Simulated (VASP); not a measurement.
Input of a VASP 6.6.1 run:

Contents of INCAR:

```
SYSTEM = Sc3Cr
PREC = Accurate
ENCUT = 600
EDIFF = 1E-6
ISMEAR = 0
SIGMA = 0.1
LREAL = .False.
LASPH = .True.
NELM = 60
ALGO = Fast
ISIF = 3
LWAVE = .False.
LCHARG = .False.
GGA = PE
IBRION = 2
NSW = 80
EDIFFG = -0.01
```

File KPOINTS:

```
Automatic mesh
0
Gamma
  10 10 10
  0 0 0
```

File POSCAR:

```
Sc3Cr
1.0
    0.0000000000      3.4972568349      3.4972568349
    3.4972568349      0.0000000000      3.4972568349
    3.4972568349      3.4972568349      0.0000000000
Sc Cr
3 1
Direct
    0.2500000000      0.2500000000      0.2500000000
    0.7500000000      0.7500000000      0.7500000000
    0.5000000000      0.5000000000      0.5000000000
    0.0000000000      0.0000000000      0.0000000000
```

Potentials or basis: VASP PAW PBE potentials, release 64 (Sc_sv, Cr_pv).

Command:

```bash
$ cat potpaw_PBE.64/Sc_sv/POTCAR potpaw_PBE.64/Cr_pv/POTCAR > POTCAR
$ mpirun -np 1 vasp_std > vasp.out
```

(1) Predict the space group after relaxing (to 0.1 Å).

(2) What does it give for the relaxed volume?

Results:

(1) Fm-3m (No. 225).

(2) 19.89 Å³/atom.

Caveat: the run has no spin polarisation, though such a crystal can be magnetic.
